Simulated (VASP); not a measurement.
Wanted: the native input for a VASP 6.6.1 run.

```
Task                   : relaxation of shape and atoms at fixed volume
Functional             : PBE
Potentials or basis    : VASP PAW PBE potentials, release 64 (Ni, Sb)
Cutoff                 : 600 eV
k mesh                 : 12 × 12 × 8
Occupations            : gaussian, width 0.1 eV
Spin                   : no spin polarisation
Dipole correction      : no
Further INCAR settings : ALGO = Normal; EDIFF = 1e-07; IBRION = 2; EDIFFG = -0.01; NSW = 50; ISIF = 4
```

The structure of NiSb lies in POSCAR:

```
NiSb
1.0
    3.8526233831      0.0000000000      0.0000000000
   -1.9263116916      3.3364697209      0.0000000000
    0.0000000000      0.0000000000      4.9972553269
Ni Sb
2 2
Direct
    0.0000000000      0.0000000000      0.0000000000
    0.0000000000      0.0000000000      0.5000000000
    0.3333333333      0.6666666667      0.2500000000
    0.6666666667      0.3333333333      0.7500000000
```

One way to write it, as run:

INCAR

```
SYSTEM = NiSb
PREC     = Accurate       ! precision mode
ENCUT    = 600            ! plane-wave cutoff, eV
EDIFF    = 1E-7           ! SCF threshold, eV
ISMEAR   = 0              ! smearing method
SIGMA    = 0.1            ! smearing width, eV
LREAL    = .False.        ! projectors in reciprocal space
LASPH    = .True.         ! aspherical terms in the spheres
NELM     = 100            ! most SCF steps
ALGO     = Normal         ! electronic algorithm
ISIF     = 4              ! what is computed and relaxed
LWAVE    = .False.        ! write WAVECAR
LCHARG   = .False.        ! write CHGCAR
GGA      = PE             ! functional
IBRION   = 2              ! ionic algorithm
NSW      = 50             ! ionic steps
EDIFFG   = -0.01          ! ionic threshold
```

KPOINTS

```
regular mesh
0
Gamma
  12 12 8
  0 0 0
```

Potentials or basis: VASP PAW PBE potentials, release 64 (Ni, Sb).

The run is started by

```console
$ cat potpaw_PBE.64/Ni/POTCAR potpaw_PBE.64/Sb/POTCAR > POTCAR
$ mpirun -np 1 vasp_std > vasp.out
```

Results of the run:

```json
{
  "Pressure after relaxing": "13.1 GPa",
  "Band gap on the k mesh": "zero (bands 15 and 16 overlap by 3.66 eV)"
}
```

Caveat: spin-orbit coupling is left out, which moves the levels of the heavy elements.

Wall time 90 s on 1 thread of AMD EPYC 9R45 96-Core Processor (Zen 5) (shared host), peak memory 0.26 GiB.
